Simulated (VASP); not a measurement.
Here is a VASP 6.6.1 calculation.

INCAR

```
ALGO = Normal ; EDIFF = 1E-7
ENCUT = 520 ; GGA = PE
ISIF = 2 ; ISMEAR = 0
LASPH = T ; LCHARG = F
LREAL = F ; LWAVE = F
NBANDS = 22 ; NELM = 60
PREC = Accurate ; SIGMA = 0.1
```

Contents of KPOINTS:

```
k-points
0
Gamma
  4 4 6
```

Contents of POSCAR:

```
Ca2AlO
1.0
    4.5095878700      0.0000000000      0.0000000000
    0.0000000000      4.5095878700      0.0000000000
    0.0000000000      0.0000000000      3.7307200500
Ca Al O
2 1 1
Direct
    0.0000000000      0.5000000000      0.0000000000
    0.5000000000      0.0000000000      0.0000000000
    0.5000000000      0.5000000000      0.0000000000
    0.0000000000      0.0000000000      0.0000000000
```

Potentials or basis: VASP PAW PBE potentials, release 64 (Ca_sv, Al, O).

Command:

```sh
$ cat potpaw_PBE.64/Ca_sv/POTCAR potpaw_PBE.64/Al/POTCAR potpaw_PBE.64/O/POTCAR > POTCAR
$ mpirun -np 1 vasp_std > vasp.out
```

Problem. What does it give for the pressure?

Solution. 33.5 GPa.

Stress tensor (GPa, compression positive):
```
50.26  0.00  0.00
 0.00 50.26  0.00
 0.00  0.00  0.11
```

Caveat: an odd number of electrons without spin polarisation forces a metal; a magnetic or distorted state may lie lower.
